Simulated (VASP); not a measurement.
The system is P.

```
P
1.0
     0.00000    2.73910    2.73910
     2.73910    0.00000    2.73910
     2.73910    2.73910    0.00000
P
2
Direct
  0.12500 0.12500 0.12500
  0.87500 0.87500 0.87500
```

This isn't the form of P at room conditions, which is orthorhombic.

| Property | Result |
| --- | --- |
| Program | VASP 6.6.1 |
| Task | relaxation of cell and atoms |
| Functional | LDA |
| Potentials or basis | VASP PAW LDA potentials, release 64 (P) |
| Cutoff | 600 eV |
| k mesh | 10 × 10 × 10 |
| Occupations | fermi-dirac, width 0.1 eV |
| Spin | no spin polarisation |

At the start: pressure -3.6 GPa; volume 20.55 Å³/atom.

**Question.** Where does the relaxation end?

**Answer.** Over 3 steps the energy falls by 18.5 meV/atom and the volume is 19.01 Å³/atom (-7.5 %); space group Fd-3m (No. 227, to 0.1 Å) before and after.

Step by step:
```
step  energy change (eV)  largest force (eV/Å)  pressure (GPa)  volume (Å³)
   1              0.0000                0.0000           -3.58        41.10
   2             -0.0362                0.0000           -0.58        38.43
   3             -0.0370                0.0000           -0.03        38.01
```

Final structure:
```
CELL_PARAMETERS angstrom
0.00000 2.66865 2.66865
2.66865 0.00000 2.66865
2.66865 2.66865 0.00000
ATOMIC_POSITIONS crystal
P 0.12500 0.12500 0.12500
P 0.87500 0.87500 0.87500
```
